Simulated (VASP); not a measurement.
# Pt (P-3m1) in VASP: notebook

The runs below take Pt through single point, with PBEsol.

Program: VASP 6.6.1. These are calculated values, not measurements. Logs are shortened: lines on timing, memory, paths and dates and some standing lists are left out, and cuts for length are marked.

### Step 1. The cell of the first run

The structure is trigonal, space group P-3m1 (No. 164). The conventional cell has a = 2.769 Å, b = 2.769 Å, c = 13.265 Å, α = 90.00°, β = 90.00°, γ = 120.00°. Within 3.3 Å of Pt (site symmetry 3m) lie 12 Pt at 2.53 to 2.77 Å. Within 3.6 Å of Pt (site symmetry 3m) lie 12 Pt at 2.77 Å. Pt (site symmetry 3m) has 12 Pt at 2.77 Å within 3.6 Å.

### Step 2. Single point, PBEsol (the distance across one plane changed)

Contents of INCAR:

```
PREC = Accurate
ENCUT = 520
EDIFF = 1E-6
ISMEAR = 0
SIGMA = 0.15
LREAL = False
LASPH = True
NELM = 80
ALGO = Fast
ISIF = 2
LWAVE = False
LCHARG = False
GGA = PS
NBANDS = 39
```

Contents of KPOINTS:

```
regular mesh
0
Gamma
  19 19 4
```

Contents of POSCAR:

```
Pt
1.0
    1.9579000000     -1.9579000000      0.0000000000
    1.9579000000      0.0000000000     -1.9579000000
    7.6583949192      7.6583949192      7.6583949192
Pt
6
Direct
    0.6666666667      0.6666666667      0.0852009871
    0.0000000000      0.0000000000      0.9373812941
    0.3333333333      0.3333333333      0.2556370485
    0.6666666667      0.6666666667      0.5965091713
    0.0000000000      0.0000000000      0.4260731099
    0.3333333333      0.3333333333      0.7669452327
```

Potentials or basis: VASP PAW PBE potentials, release 64 (Pt).

On the command line:

```
cat potpaw_PBE.64/Pt/POTCAR > POTCAR
mpirun -np 1 vasp_std > vasp.out
```

OUTCAR:

```text
PREC = Accurate
   ENCUT = 520
   EDIFF = 1E-6
   ISMEAR = 0
   LREAL = False
   LASPH = True
   NELM = 80
   ISIF = 2
   GGA = PS

 ion  position               nearest neighbor table
   1  0.667  0.667  0.085-   2 2.53   2 2.53   2 2.53   3 2.77   3 2.77   3 2.77
   2  0.000  0.000  0.937-   1 2.53   1 2.53   1 2.53   6 2.77   6 2.77   6 2.77
   3  0.333  0.333  0.256-   1 2.77   1 2.77   5 2.77   5 2.77   5 2.77   1 2.77
   4  0.667  0.667  0.597-   5 2.77   6 2.77   6 2.77   5 2.77   5 2.77   6 2.77
   5  0.000  0.000  0.426-   4 2.77   3 2.77   4 2.77   4 2.77   3 2.77   3 2.77
   6  0.333  0.333  0.767-   2 2.77   4 2.77   4 2.77   2 2.77   2 2.77   4 2.77

  LATTYP: Found a hexagonal cell.
 ALAT       =     2.7688887338
 C/A-ratio  =     4.7906327700

  Lattice vectors:

 A1 = (  -1.9579000000,   0.0000000000,   1.9579000000)
 A2 = (   1.9579000000,  -1.9579000000,   0.0000000000)
 A3 = (   7.6583949192,   7.6583949192,   7.6583949192)

Analysis of symmetry for initial positions (statically):
=====================================================================
 Subroutine PRICEL returns:
 Original cell was already a primitive cell.

 Routine SETGRP: Setting up the symmetry group for a
 hexagonal supercell.

 Subroutine GETGRP returns: Found 12 space group operations
 (whereof  6 operations were pure point group operations)
 out of a pool of 24 trial point group operations.

The static configuration has the point symmetry C_3v.
 The point group associated with its full space group is D_3d.

Analysis of symmetry for dynamics (positions and initial velocities):
=====================================================================
 Subroutine PRICEL returns:
 Original cell was already a primitive cell.

 Routine SETGRP: Setting up the symmetry group for a
 hexagonal supercell.

 Subroutine GETGRP returns: Found 12 space group operations
 (whereof  6 operations were pure point group operations)
 out of a pool of 24 trial point group operations.

The dynamic configuration has the point symmetry C_3v.
 The point group associated with its full space group is D_3d.

 Subroutine INISYM returns: Found 12 space group operations
 (whereof  6 operations are pure point group operations),
 and found     1 'primitive' translations

----------------------------------------------------------------------------------------

                                     Primitive cell

  volume of cell :      88.0724

  direct lattice vectors                    reciprocal lattice vectors
     1.957900000 -1.957900000  0.000000000     0.170250438 -0.340500877  0.170250438
     1.957900000  0.000000000 -1.957900000     0.170250438  0.170250438 -0.340500877
     7.658394919  7.658394919  7.658394919     0.043525221  0.043525221  0.043525221

  length of vectors
     2.768888734  2.768888734 13.264729104     0.417026703  0.417026703  0.075387895

  position of ions in fractional coordinates (direct lattice)
     0.666666667  0.666666667  0.085200987
     0.000000000  0.000000000  0.937381294
     0.333333333  0.333333333  0.255637048
     0.666666667  0.666666667  0.596509171
     0.000000000  0.000000000  0.426073110
     0.333333333  0.333333333  0.766945233

  ion indices of the primitive-cell ions
   primitive index   ion index
                 1           1
                 2           2
                 3           3
                 4           4
                 5           5
                 6           6

----------------------------------------------------------------------------------------

 KPOINTS: regular mesh

Automatic generation of k-mesh.
 Grid dimensions read from file:
 generate k-points for:   19   19    4

 Generating k-lattice:

  Cartesian coordinates                     Fractional coordinates (reciprocal lattice)
     0.008960549 -0.017921099  0.008960549     0.052631579  0.000000000  0.000000000
     0.008960549  0.008960549 -0.017921099     0.000000000  0.052631579  0.000000000
     0.010881305  0.010881305  0.010881305     0.000000000  0.000000000  0.250000000

  Length of vectors
     0.021948774  0.021948774  0.018846974

  Shift w.r.t. Gamma in fractional coordinates (k-lattice)
     0.000000000  0.000000000  0.000000000

 Subroutine IBZKPT returns following result:
 ===========================================

 Found    150 irreducible k-points:

 Following reciprocal coordinates:
            Coordinates               Weight
  0.000000  0.000000  0.000000      1.000000
  0.052632  0.000000  0.000000      6.000000
  0.105263  0.000000  0.000000      6.000000
  0.157895  0.000000  0.000000      6.000000
  0.210526  0.000000  0.000000      6.000000
  0.263158  0.000000  0.000000      6.000000
[... 16 lines left out ...]
  0.368421  0.105263  0.000000     12.000000
  0.421053  0.105263 -0.000000     12.000000
 [... further k-points ...]
   k-points           NKPTS =    150   k-points in BZ     NKDIM =    150   number of bands    NBANDS=     39
   number of dos      NEDOS =    301   number of ions     NIONS =      6
   total plane-waves  NPLWV =  57600
   dimension x,y,z NGX =    24 NGY =   24 NGZ =  100
   dimension x,y,z NGXF=    48 NGYF=   48 NGZF=  200
   ions per type =               6
   NGX,Y,Z   is equivalent  to a cutoff of  14.41, 14.41, 12.53 a.u.
   NGXF,Y,Z  is equivalent  to a cutoff of  28.82, 28.82, 25.07 a.u.
 SYSTEM =  unknown system
   PREC   = accura    normal or accurate (medium, high low for compatibility)
   ISTART =      0    job   : 0-new  1-cont  2-samecut
   ICHARG =      2    charge: 1-file 2-atom 10-const
   ISPIN  =      1    spin polarized calculation?
   LNONCOLLINEAR =      F non collinear calculations
   LSORBIT =      F    spin-orbit coupling
   LASPH  =      T    aspherical Exc in radial PAW
   ENCUT  =  520.0 eV  38.22 Ry    6.18 a.u.   5.15  5.15 24.66*2*pi/ulx,y,z
   NELM   =     80;   NELMIN=  2; NELMDL= -5     # of ELM steps
   EDIFF  = 0.1E-05   stopping-criterion for ELM
   LREAL  =      F    real-space projection
[... 7 lines left out ...]
   TEBEG  =    0.0;   TEEND  =   0.0 temperature during run
   PSTRESS=    0.0 pullay stress
   NELECT =      60.0000    total number of electrons
   NUPDOWN=      -1.0000    fix difference up-down
   EMIN   =  10.00;   EMAX   =-10.00  energy-range for DOS
   EFERMI =   0.00;   METHOD = LEGACY
   ISMEAR =     0;   SIGMA  =   0.15  broadening in eV -4-tet -1-fermi 0-gaus
   EFERMI_NEDOS =   21; number of points for ismear=-14 and -15
   IALGO  =     68    algorithm
   IMIX   =      4    mixing-type and parameters
     AMIX     =   0.40;   BMIX     =  1.00
     AMIX_MAG =   1.60;   BMIX_MAG =  1.00
  volume/ion in A,a.u.               =      14.68        99.06
  Fermi-wavevector in a.u.,A,eV,Ry     =   1.440496  2.722142 28.232460  2.075027
  Thomas-Fermi vector in A             =   2.559233
   LORBIT       =      0    0 simple, 1 ext, 2 COOP (PROOUT), +10 PAW based schemes
   GGA     = PS    functional components
   LHFCALC =     F    Hartree Fock is set to
   AEXX    =    0.0000 exact exchange contribution
   IVDW    =     0    specifies the selected vdW correction
   LEPSILON=     F    determine dielectric tensor
   LRPA    =     F    only Hartree local field effects (RPA)
 non-spin polarized calculation
 RMM-DIIS sequential band-by-band and
 Gauss-broadening in eV      SIGMA  =   0.15
  energy-cutoff  :      520.00
  volume of cell :       88.07
 maximum number of plane-waves:      2394
 NGX is ok and might be reduce to    24
   NGX = 11   NGY = 11   NGZ = 49

 number of electron      60.0000005 magnetization

 Free energy of the ion-electron system (eV)
  ---------------------------------------------------
  ext. energy  EPLUGINS =         0.00000000
  ---------------------------------------------------
  free energy    TOTEN  =       -41.40070136 eV

  energy without entropy =      -41.28779340  energy(sigma->0) =      -41.34424738

 E-fermi :  11.6382     XC(G=0): -13.7797

 val. band max:       11.6381583473   @ k =  -0.3684   0.3158  -0.0000
 cond. band min:      11.6406143483   @ k =  -0.4737   0.0526   0.2500
 fundamental gap:      0.0024560010
 Fermi energy:        11.6381885304

 k-point     1 :       0.0000    0.0000    0.0000
  band No.  band energies     occupation
      1       0.8841      2.00000
      2       2.0425      2.00000
      3       2.3152      2.00000
      4       3.5902      2.00000
      5       3.9495      2.00000
      6       4.1449      2.00000
[... 31 lines left out ...]
     38      22.0392      0.00000
     39      22.7448      0.00000

 k-point     2 :       0.0526    0.0000    0.0000
  band No.  band energies     occupation
      1       0.9839      2.00000
      2       2.1371      2.00000
      3       2.4078      2.00000
      4       3.6800      2.00000
      5       4.0448      2.00000
      6       4.2371      2.00000
[... 31 lines left out ...]
     38      22.0961      0.00000
     39      22.7898      0.00000

 k-point     3 :       0.1053    0.0000    0.0000
  band No.  band energies     occupation
      1       1.2767      2.00000
      2       2.4112      2.00000
      3       2.6747      2.00000
      4       3.9353      2.00000
      5       4.3158      2.00000
      6       4.5013      2.00000
[... 31 lines left out ...]
     38      22.2495      0.00000
     39      22.9021      0.00000

 k-point     4 :       0.1579    0.0000    0.0000
  band No.  band energies     occupation
      1       1.7400      2.00000
      2       2.8318      2.00000
      3       3.0782      2.00000
      4       4.2994      2.00000
      5       4.7085      2.00000
      6       4.8975      2.00000
[... 31 lines left out ...]
     38      22.4523      0.00000
     39      23.0238      0.00000
[... 754 lines left out ...]
     38      22.2456      0.00000
     39      22.8179      0.00000

 k-point    23 :       0.3684    0.1053    0.0000
  band No.  band energies     occupation
      1       3.7249      2.00000
      2       4.3079      2.00000
      3       4.4737      2.00000
      4       4.9008      2.00000
      5       5.1574      2.00000
      6       5.6315      2.00000
[... 31 lines left out ...]
     38      20.6261      0.00000
     39      21.9833      0.00000

 k-point    24 :       0.4211    0.1053   -0.0000
  band No.  band energies     occupation
      1       3.9562      2.00000
      2       4.3540      2.00000
      3       4.6753      2.00000
      4       4.8098      2.00000
      5       5.0564      2.00000
      6       5.4396      2.00000
[... 31 lines left out ...]
     38      18.9013      0.00000
     39      20.2085      0.00000

 [... further k-points ...]

------------------------ aborting loop because EDIFF is reached ----------------------------------------

  FORCE on cell =-STRESS in cart. coord.  units (eV):
  Direction    XX          YY          ZZ          XY          YZ          ZX
  --------------------------------------------------------------------------------------
  -------------------------------------------------------------------------------------
  Total        5.5655634      5.5655634      5.5655634      0.9992000      0.9992000      0.9992000
  in kB      101.2464228    101.2464228    101.2464228     18.1770326     18.1770326     18.1770326
  external PRESSURE =     101.2464228 kB  Pullay stress =       0.0000000 kB

 VOLUME and BASIS-vectors are now :
 -----------------------------------------------------------------------------
  energy-cutoff  :      520.00
  volume of cell :       88.07
      direct lattice vectors                 reciprocal lattice vectors
     1.957900000 -1.957900000  0.000000000     0.170250438 -0.340500877  0.170250438
     1.957900000  0.000000000 -1.957900000     0.170250438  0.170250438 -0.340500877
     7.658394919  7.658394919  7.658394919     0.043525221  0.043525221  0.043525221

 POSITION                                       TOTAL-FORCE (eV/Angst)
 -----------------------------------------------------------------------------------
      3.26304     -0.65276     -0.65276         2.000811      2.000811      2.000811
      7.17884      7.17884      7.17884        -2.000811     -2.000811     -2.000811
      3.26304      1.30514      1.30514        -0.014768     -0.014768     -0.014768
      7.17884      3.26304      3.26304        -0.009918     -0.009918     -0.009918
      3.26304      3.26304      3.26304         0.009918      0.009918      0.009918
      7.17884      5.22094      5.22094         0.014768      0.014768      0.014768
 -----------------------------------------------------------------------------------
    total drift:                                0.000017      0.000017      0.000017

  FREE ENERGIE OF THE ION-ELECTRON SYSTEM (eV)
  ---------------------------------------------------
  free  energy   TOTEN  =       -41.4007013639 eV

  energy  without entropy=      -41.2877934032  energy(sigma->0) =      -41.34424738
```

Run time: 4.3 min. Hardware: 1 thread of Intel Xeon 6975P-C (Granite Rapids), shared host; peak memory 0.48 GiB.

Results:

```yaml
Free_energy: -41.4007 eV
Pressure: 10.1 GPa
Largest_force: 3.466 eV/Å
Band_gap_on_the_k_mesh: zero (bands 30 and 31 overlap by 1.99 eV)
```

Forces in eV/Å, atoms in the order of the input:
```
Pt   2.001  2.001  2.001
Pt  -2.001 -2.001 -2.001
Pt  -0.015 -0.015 -0.015
Pt  -0.010 -0.010 -0.010
Pt   0.010  0.010  0.010
Pt   0.015  0.015  0.015
```

Levels at points of the mesh, in eV from the Fermi level:
| k point | band 27 | band 28 | band 29 | band 30 | band 31 | band 32 | band 33 | band 34 | band 35 | band 36 |
| --- | --- | --- | --- | --- | --- | --- | --- | --- | --- | --- |
| (0.00, 0.00, 0.00) | -1.82 | -1.64 | -1.64 | -0.98 | -0.98 | -0.76 | -0.76 | -0.39 | 0.14 | 0.14 |
| (0.00, 0.00, 0.50) | -1.70 | -1.59 | -1.59 | -1.48 | -1.48 | -1.43 | -0.25 | -0.25 | -0.07 | -0.07 |

Caveat: the cell differs from its parent crystal (the distance across one plane changed); the cell stands under pressure; the PAW data sets were made with another functional, which shifts forces and pressure a little; spin-orbit coupling is left out, which moves the levels of the heavy elements.

### Step 3. Single point, PBEsol (the distance across one plane changed)

Contents of INCAR:

```
SYSTEM = Pt
ALGO = Fast
EDIFF = 1E-6
ENCUT = 520
GGA = PS
ISIF = 2
ISMEAR = 0
LASPH = .TRUE.
LCHARG = .TRUE.
LELF = .TRUE.
LREAL = .FALSE.
LVHAR = .TRUE.
LWAVE = .FALSE.
NBANDS = 39
NELM = 60
PREC = Accurate
SIGMA = 0.15
```

Contents of KPOINTS:

```
k-points
0
G
  19 19 4
  0 0 0
```

Contents of POSCAR:

```
Pt
1.0
    1.9579000000     -1.9579000000      0.0000000000
    1.9579000000      0.0000000000     -1.9579000000
    8.6976254038      8.6976254038      8.6976254038
Pt
6
Direct
    0.6666666667      0.6666666667      0.0750207989
    0.0000000000      0.0000000000      0.8253788599
    0.3333333333      0.3333333333      0.2250924111
    0.6666666667      0.6666666667      0.5252356355
    0.0000000000      0.0000000000      0.3751640233
    0.3333333333      0.3333333333      0.6753072477
```

Potentials or basis: VASP PAW PBE potentials, release 64 (Pt).

On the command line:

```
cat potpaw_PBE.64/Pt/POTCAR > POTCAR
mpirun -np 1 vasp_std > vasp.out
```

Wall time 15 min (1 thread of Oxide Virtual Turin-like, shared host); peak memory 0.5 GiB.

It converged, with:

```
Free energy            : -40.5470 eV
Pressure               : -5.5 GPa
Largest force          : 0.498 eV/Å
Band gap on the k mesh : zero (bands 30 and 31 overlap by 1.57 eV)
```

Forces in eV/Å, atoms in the order of the input:
```
Pt  -0.288 -0.288 -0.288
Pt   0.288  0.288  0.288
Pt   0.100  0.100  0.100
Pt   0.004  0.004  0.004
Pt  -0.004 -0.004 -0.004
Pt  -0.100 -0.100 -0.100
```

Stress tensor (GPa, compression positive):
```
-5.49  1.30  1.30
 1.30 -5.49  1.30
 1.30  1.30 -5.49
```

Levels at points of the mesh, in eV from the Fermi level:
```csv
k point,band 29,band 30,band 31,band 32,band 33,band 34
"(0.00, 0.00, 0.00)",-1.29,-0.77,-0.77,-0.44,-0.24,-0.24
"(0.00, 0.00, 0.50)",-1.29,-1.17,-0.78,-0.78,-0.22,-0.22
```

Caveat: the cell differs from its parent crystal (the distance across one plane changed); the cell stands under tension; the PAW data sets were made with another functional, which shifts forces and pressure a little; spin-orbit coupling is left out, which moves the levels of the heavy elements.

[end of part 1 of 2]
